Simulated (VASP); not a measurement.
Write the native input for VASP 6.6.1 that does the following.

```
Task                   : single point
Functional             : PBE
Potentials or basis    : VASP PAW PBE potentials, release 64 (Co, O)
Cutoff                 : 520 eV
k mesh                 : 12 × 12 × 8
Occupations            : gaussian, width 0.01 eV
Spin                   : collinear spin, antiferromagnetic start
Starting moments       : [-2.36, 2.36, 0.17, -0.17] μB
Dipole correction      : no
Further INCAR settings : ALGO = Normal; EDIFF = 1e-06; NBANDS = 27
```

The structure of CoO lies in POSCAR:

```
CoO
1.0
    3.1990602222      0.0000000000      0.0000000000
   -1.5995301111      2.7704674207      0.0000000000
    0.0000000000      0.0000000000      5.3413870836
Co O
2 2
Direct
    0.0000000000      0.0000000000      0.0069013523
    0.3333333333      0.6666666667      0.5069118784
    0.0000000000      0.0000000000      0.3681060962
    0.3333333333      0.6666666667      0.8680816731
```

The input as run:

INCAR

```
SYSTEM = CoO
ALGO = Normal
EDIFF = 1E-6
ENCUT = 520
GGA = PE
ISIF = 2
ISMEAR = 0
ISPIN = 2
LASPH = .True.
LCHARG = .False.
LMAXMIX = 4
LORBIT = 11
LREAL = .False.
LWAVE = .False.
MAGMOM = -2.36 2.36 0.17 -0.17
NBANDS = 27
NELM = 150
PREC = Accurate
SIGMA = 0.01
```

KPOINTS

```
k-points
0
Gamma
  12 12 8
  0 0 0
```

Potentials or basis: VASP PAW PBE potentials, release 64 (Co, O).

The run is started by

```console
$ cat potpaw_PBE.64/Co/POTCAR potpaw_PBE.64/O/POTCAR > POTCAR
$ mpirun -np 1 vasp_std > vasp.out
```

It gave:

The pressure is -3.8 GPa. The largest force is 0.006 eV/Å. The band gap on the k mesh is 0.23 eV (least direct gap 0.28 eV), the net moment is 0.00 μB per cell and the site moments are Co -2.31, +2.31; O +0.15, -0.15 μB. The valence electrons inside the program's atomic spheres are Co 7.95; O 4.98.

Caveat: the cell stands under tension.

Wall time 6.1 min on 1 thread of Oxide Virtual Turin-like Processor, with other jobs on the host, peak memory 0.31 GiB.
